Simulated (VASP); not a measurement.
The system is Y.

```
CELL_PARAMETERS angstrom
3.29127 0.00000 0.00000
0.00000 3.29127 0.00000
0.00000 0.00000 3.29127
ATOMIC_POSITIONS crystal
Y 0.00000 0.00000 0.00000
```

- Program: VASP 6.6.1
- Task: relaxation of cell and atoms
- Functional: RPBE
- Potentials or basis: VASP PAW PBE potentials, release 64 (Y_sv)
- Cutoff: 600 eV
- k mesh: 10 × 10 × 10
- Occupations: fermi-dirac, width 0.1 eV
- Spin: no spin polarisation

At the start: pressure 0.8 GPa; volume 35.65 Å³/atom.

How do energy, volume and symmetry change on relaxing?

Over 3 steps the energy falls by 2.4 meV/atom and the volume is 36.72 Å³/atom (+3.0 %); space group Pm-3m (No. 221, to 0.05 Å).

The path:
```csv
step,energy change (eV),largest force (eV/Å),pressure (GPa),volume (Å³)
1,0.0000,0.0000,0.78,35.65
2,-0.0024,0.0000,0.10,36.55
3,-0.0024,0.0000,0.00,36.72
```

Final structure:
```
Y
1.0
     3.32365    0.00000    0.00000
     0.00000    3.32365    0.00000
     0.00000    0.00000    3.32365
Y
1
Direct
  0.00000 0.00000 0.00000
```

Caveat: the PAW data sets were made with another functional, which shifts forces and pressure a little.
